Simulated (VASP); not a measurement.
Set up this calculation in VASP 6.6.1, as the native input.

```yaml
Task: single point
Functional: r2SCAN
Dispersion: D4
Potentials_or_basis: VASP PAW PBE potentials, release 64 (B, N)
Cutoff: 660 eV
k_mesh: 10 × 10 × 10
Occupations: gaussian, width 0.01 eV
Spin: no spin polarisation
Dipole_correction: no
Further_INCAR_settings: ALGO = Normal; EDIFF = 1e-06; NBANDS = 11
```

The system is BN.

```xyz
2
Lattice="0.0000 3.3324 2.1620 1.2501 0.0000 2.1620 1.2501 3.3324 0.0000" Properties=species:S:1:pos:R:3 pbc="T T T"
B     1.2501    3.3324    0.0005
N     1.2501    3.3324    2.8824
```

These files were run (other wordings do the same):

POSCAR

```
BN
1.0
    0.0000000000      3.3324209988      2.1620025085
    1.2500777361      0.0000000000      2.1620025085
    1.2500777361      3.3324209988      0.0000000000
B N
1 1
Direct
    0.0001226455      0.0001226455      0.9998773545
    0.6665940212      0.6665940212      0.3334059788
```

INCAR.step1

```
ALGO = Normal
EDIFF = 1E-5
ENCUT = 660
GGA = PE
GGA_COMPAT = False
ISMEAR = 0
LASPH = True
LCHARG = False
LREAL = False
LWAVE = True
NBANDS = 11
NELM = 120
PREC = Accurate
SIGMA = 0.01
```

INCAR.step2

```
ALGO = Normal
EDIFF = 1E-6
ENCUT = 660
GGA_COMPAT = False
ISIF = 2
ISMEAR = 0
ISTART = 1
IVDW = 13
LASPH = True
LCHARG = False
LMIXTAU = True
LREAL = False
LWAVE = False
METAGGA = R2SCAN
NBANDS = 11
NELM = 120
PREC = Accurate
SIGMA = 0.01
VDW_A1 = 0.51559235
VDW_A2 = 5.77342911
VDW_S6 = 1.0
VDW_S8 = 0.6018749
```

KPOINTS

```
k-points
0
Gamma
  10 10 10
```

Potentials or basis: VASP PAW PBE potentials, release 64 (B, N).

The run is started by

```console
$ cat potpaw_PBE.64/B/POTCAR potpaw_PBE.64/N/POTCAR > POTCAR
$ cp INCAR.step1 INCAR
$ mpirun -np 1 vasp_std > vasp.out
$ cp INCAR.step2 INCAR
$ mpirun -np 1 vasp_std > vasp.out
```

It gave:

* Pressure: 0.4 GPa
* Band gap on the k mesh: 4.16 eV (least direct gap 5.39 eV)
* Dispersion energy per atom: -0.069 eV

Caveat: the PAW data sets were made with another functional, which shifts forces and pressure a little.

Run time: 3.7 min on 1 thread of Intel(R) Xeon(R) Platinum 8259CL CPU @ 2.50GHz (Skylake/Cascade Lake) (shared host), peak memory 0.19 GiB.
